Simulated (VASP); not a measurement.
## TiCd2P2: single point with PBE

TiCd2P2:

```
CELL_PARAMETERS angstrom
3.83104 0.00000 0.00000
0.00000 3.83104 0.00000
0.00000 0.00000 6.81413
ATOMIC_POSITIONS crystal
Ti 0.50000 0.50000 0.50000
Cd 0.00000 0.00000 0.71315
Cd 0.00000 0.00000 0.28685
P 0.50000 0.50000 0.15526
P 0.50000 0.50000 0.84474
```

```
Program             : VASP 6.6.1
Task                : single point
Functional          : PBE
Potentials or basis : VASP PAW PBE potentials, release 64 (Ti_sv, Cd, P)
Cutoff              : 520 eV
k mesh              : 4 × 4 × 4
Occupations         : gaussian, width 0.1 eV
Spin                : no spin polarisation
```

The pressure is 0.2 GPa. The largest force is 0.049 eV/Å and the band gap on the k mesh is zero (band 23 reaches 5.24 eV, above the bottom of band 24 at 5.01 eV).

Forces on the atoms (eV/Å):
```
Ti   0.000  0.000  0.000
Cd   0.000  0.000  0.019
Cd   0.000  0.000 -0.019
P    0.000  0.000 -0.049
P    0.000  0.000  0.049
```

Stress tensor (GPa, compression positive):
```
 0.31  0.00  0.00
 0.00  0.31  0.00
 0.00  0.00 -0.08
```

Levels at points of the mesh, in eV from the Fermi level:
| k point | band 20 | band 21 | band 22 | band 23 | band 24 | band 25 | band 26 | band 27 |
| --- | --- | --- | --- | --- | --- | --- | --- | --- |
| (0.00, 0.00, 0.00) | -2.63 | -1.55 | -1.55 | -0.21 | -0.02 | 0.82 | 1.07 | 2.50 |
| (0.50, 0.00, 0.00) | -2.48 | -1.64 | -1.35 | -0.45 | 0.15 | 1.26 | 1.43 | 2.65 |
| (0.50, 0.50, 0.00) | -3.88 | -3.47 | -3.47 | -0.08 | -0.01 | 1.07 | 1.07 | 1.46 |
| (0.00, 0.00, 0.50) | -2.88 | -0.63 | -0.63 | -0.27 | -0.21 | -0.13 | 0.93 | 0.93 |
| (0.50, 0.00, 0.50) | -1.88 | -1.32 | -0.33 | -0.10 | 0.20 | 0.32 | 0.91 | 1.00 |
| (0.50, 0.50, 0.50) | -3.40 | -3.40 | -3.34 | -1.79 | 0.16 | 0.16 | 0.40 | 1.46 |

Wall time 84 s on 1 thread of Intel(R) Xeon(R) Platinum 8259CL CPU @ 2.50GHz (Skylake/Cascade Lake), with other jobs on the host, peak memory 0.22 GiB.

Caveat: the k points lie up to 0.41 Å⁻¹ apart.
